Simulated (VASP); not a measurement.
Set up this calculation in VASP 6.6.1, as the native input.

```yaml
Task: single point
Functional: PBE
Dispersion: D3(BJ)
Potentials_or_basis: VASP PAW PBE potentials, release 64 (Mo_sv, S)
Cutoff: 520 eV
k_mesh: 12 × 12 × 4
Occupations: gaussian, width 0.05 eV
Spin: no spin polarisation
Dipole_correction: no
Further_INCAR_settings: ALGO = Normal; EDIFF = 1e-06; NBANDS = 20
```

The structure of MoS2 lies in POSCAR:

```
MoS2
1.0
    3.1497239970      0.0000000000     -0.0629944799
   -1.5748619985      2.7277409963      0.0314972400
   -0.1329508532      0.0000000000      6.6475426602
Mo S
1 2
Direct
    0.0000000000      0.0000000000      0.0000000000
    0.3333333333      0.6666666667      0.2356692374
    0.3333333333      0.6666666667      0.7643307626
```

This cell differs from its parent crystal: strain -0.0400 x Voigt [0, 0, 0, 0, 1, 0].

These files were run (other wordings do the same):

INCAR

```
  ALGO = Normal
  EDIFF = 1E-6
  ENCUT = 520
  GGA = PE
  ISIF = 2
  ISMEAR = 0
  IVDW = 12
  LASPH = T
  LCHARG = T
  LELF = T
  LREAL = F
  LVHAR = T
  LWAVE = F
  NBANDS = 20
  NELM = 100
  PREC = Accurate
  SIGMA = 0.05
```

KPOINTS

```
k-points
0
Gamma
  12 12 4
```

Potentials or basis: VASP PAW PBE potentials, release 64 (Mo_sv, S).

Run with:

```console
$ cat potpaw_PBE.64/Mo_sv/POTCAR potpaw_PBE.64/S/POTCAR > POTCAR
$ mpirun -np 1 vasp_std > vasp.out
```

It gave:

* Pressure: 0.1 GPa
* Largest force: 0.596 eV/Å
* Band gap on the k mesh: 1.20 eV (least direct gap 1.75 eV)
* Dispersion energy per atom: -0.398 eV

Caveat: the cell differs from its parent crystal (strain -0.0400 x Voigt [0, 0, 0, 0, 1, 0]).

It took 2.5 min on 1 thread of Intel(R) Xeon(R) Platinum 8375C CPU @ 2.90GHz (Ice Lake), with other jobs on the host, peak memory 0.31 GiB.
